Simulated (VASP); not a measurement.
The system is TiO2.

```xyz
6
Lattice="-1.8921 1.8921 4.9476 1.8921 -1.8921 4.9476 1.8921 1.8921 -4.9476" Properties=species:S:1:pos:R:3 pbc="T T T"
Ti    0.0000    1.8921    2.4738
Ti    0.0000    0.0000    0.0000
O     0.0000    0.0000    7.8360
O     0.0000    1.8921    0.4146
O     0.0000    1.8921    4.5330
O     0.0000    0.0000    2.0592
```

```yaml
Program: VASP 6.6.1
Task: relaxation of the atoms
Functional: PBE
Potentials_or_basis: VASP PAW PBE potentials, release 64 (Ti_sv, O)
Cutoff: 520 eV
k_mesh: 8 × 8 × 8
Occupations: fermi-dirac, width 0.05 eV
Spin: no spin polarisation
```

At the start: pressure -2.2 GPa; volume 11.81 Å³/atom.

Q: How do energy, volume and symmetry change on relaxing?

A: Over 3 steps the energy falls by 6.2 meV/atom; space group I4_1/amd (No. 141, to 0.1 Å) before and after.

The path:
```
step  energy change (eV)  largest force (eV/Å)  pressure (GPa)
   1              0.0000                0.4802           -2.20
   2             -0.0316                0.1947           -1.53
   3             -0.0373                0.0031           -0.97
```

Final structure:
```cif
data_structure
_symmetry_space_group_name_H-M 'P 1'
_symmetry_Int_Tables_number 1
_cell_length_a 5.6248
_cell_length_b 5.6248
_cell_length_c 5.6248
_cell_angle_alpha 140.687
_cell_angle_beta 140.687
_cell_angle_gamma 56.812
_cell_volume 70.85
loop_
_atom_site_label
_atom_site_type_symbol
_atom_site_fract_x
_atom_site_fract_y
_atom_site_fract_z
_atom_site_occupancy
Ti1 Ti 0.75000 0.25000 0.50000 1
Ti2 Ti 0.00000 0.00000 0.00000 1
O1 O 0.79568 0.79568 0.00000 1
O2 O 0.54568 0.04568 0.50000 1
O3 O 0.95432 0.45432 0.50000 1
O4 O 0.20432 0.20432 0.00000 1
```
